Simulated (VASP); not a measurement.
A run of VASP 6.6.1 is set up as follows.

Contents of INCAR:

```
  PREC = Accurate
  ENCUT = 600
  EDIFF = 1E-7
  ISMEAR = 0
  SIGMA = 0.1
  LREAL = F
  LASPH = T
  NELM = 80
  ALGO = Normal
  ISIF = 3
  LWAVE = F
  LCHARG = F
  GGA = PE
  IBRION = 2
  NSW = 90
  EDIFFG = -0.04
```

File KPOINTS:

```
Automatic mesh
0
Gamma
  6 6 6
```

The input POSCAR:

```
Ta2Hg
1.0
    4.4612506902      0.0000000000      0.0000000000
   -2.2306253451      3.8635564304      0.0000000000
    0.0000000000      0.0000000000      3.1378840243
Ta Hg
2 1
Direct
    0.3333333333      0.6666666667      0.5000000000
    0.6666666667      0.3333333333      0.5000000000
    0.0000000000      0.0000000000      0.0000000000
```

Potentials or basis: VASP PAW PBE potentials, release 64 (Ta_pv, Hg).

Command:

```console
$ cat potpaw_PBE.64/Ta_pv/POTCAR potpaw_PBE.64/Hg/POTCAR > POTCAR
$ mpirun -np 1 vasp_std > vasp.out
```

Q: Predict the band gap on the k mesh.

A: Zero (band 17 reaches 5.59 eV, above the bottom of band 18 at 4.56 eV).

Q: Estimate the relaxed volume.

A: 19.36 Å³/atom.

Q: What does it give for the relaxed cell?

A: a = 4.827 Å, b = 4.827 Å, c = 2.878 Å, α = 90.00°, β = 90.00°, γ = 120.00°.

Q: What does it give for the space group after relaxing (to 0.05 Å)?

A: P6/mmm (No. 191).

Final structure:
```
Ta Hg
1.0
     4.82666    0.00000    0.00000
    -2.41333    4.18001    0.00000
     0.00000    0.00000    2.87805
Ta Hg
2 1
Cartesian
  0.0000 2.7867 1.4390
  2.4133 1.3933 1.4390
  4.8267 0.0000 0.0000
```

Caveat: spin-orbit coupling is left out, which moves the levels of the heavy elements.
